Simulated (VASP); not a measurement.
Wanted: the native input for a VASP 6.6.1 run.

* Task: single point
* Functional: PBE
* Potentials or basis: VASP PAW PBE potentials, release 64 (Be, S)
* Cutoff: 520 eV
* k mesh: 4 × 4 × 4
* Occupations: gaussian, width 0.1 eV
* Spin: no spin polarisation
* Dipole correction: no
* Further INCAR settings: ALGO = Normal; EDIFF = 1e-07; NBANDS = 18

The structure of BeS3 lies in POSCAR:

```
BeS3
1.0
    4.1038207023      0.0000000000      0.0000000000
    0.0000000000      4.1038207023      0.0000000000
    0.0000000000      0.0000000000      4.1038207023
Be S
1 3
Direct
    0.0000000000      0.0000000000      0.0000000000
    0.0000000000      0.5000000000      0.5000000000
    0.5000000000      0.0000000000      0.5000000000
    0.5000000000      0.5000000000      0.0000000000
```

These files were run (other wordings do the same):

INCAR

```
  PREC = Accurate
  ENCUT = 520
  EDIFF = 1E-7
  ISMEAR = 0
  SIGMA = 0.1
  LREAL = F
  LASPH = T
  NELM = 80
  ALGO = Normal
  ISIF = 2
  LWAVE = F
  LCHARG = F
  GGA = PE
  NBANDS = 18
```

KPOINTS

```
regular mesh
0
Gamma
  4 4 4
```

Potentials or basis: VASP PAW PBE potentials, release 64 (Be, S).

The run is started by

```console
$ cat potpaw_PBE.64/Be/POTCAR potpaw_PBE.64/S/POTCAR > POTCAR
$ mpirun -np 1 vasp_std > vasp.out
```

It gave:

```
Pressure               : -7.4 GPa
Band gap on the k mesh : zero (band 10 reaches 6.96 eV, above the bottom of band 11 at 5.06 eV)
```

Caveat: the k points lie up to 0.38 Å⁻¹ apart.

It took 5.1 s on 1 thread of Intel(R) Xeon(R) 6975P-C (Granite Rapids) (shared host), peak memory 0.16 GiB.
